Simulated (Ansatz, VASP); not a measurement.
AlN: VASP beside Ansatz

```
Al N
1.0
     0.00000    2.03452    1.83107
     2.03452    0.00000    1.83107
     2.03452    2.03452    0.00000
Al N
1 1
Direct
  0.50000 0.50000 0.50000
  0.00000 0.00000 0.00000
```

Change from the starting cell: strain -0.1000 x Voigt [0, 0, 1, 0, 0, 0], atoms carried along.

Alike in both runs: task single point; functional r2SCAN; k mesh 10 × 10 × 10; occupations gaussian, width 0.05 eV; no spin polarisation.

```csv
,VASP,Ansatz
version,VASP 6.6.1,Ansatz 0.2.0
potentials or method,"VASP PAW PBE potentials, release 64 (Al, N), cutoff 520 eV","scalar-relativistic, plane waves, PAW"
valence electrons in the cell,8,8
```

Ansatz gave:

* gap on the k mesh at the Fermi level (eV): 4.92
* least direct gap on the mesh (eV): 7.28
* pressure (GPa): 34.0
* traceless stress, the component that is largest in VASP (GPa): 38.32

**Question.** Estimate VASP's values.

**Answer.** gap on the k mesh at the Fermi level (eV): 4.88; least direct gap on the mesh (eV): 7.33; pressure (GPa): 33.4; traceless stress, the component that is largest in VASP (GPa): 39.13.

VASP's potentials were made for PBE, not for r2SCAN. Both programs put the cell under a high pressure, so it lies far from rest at this level.
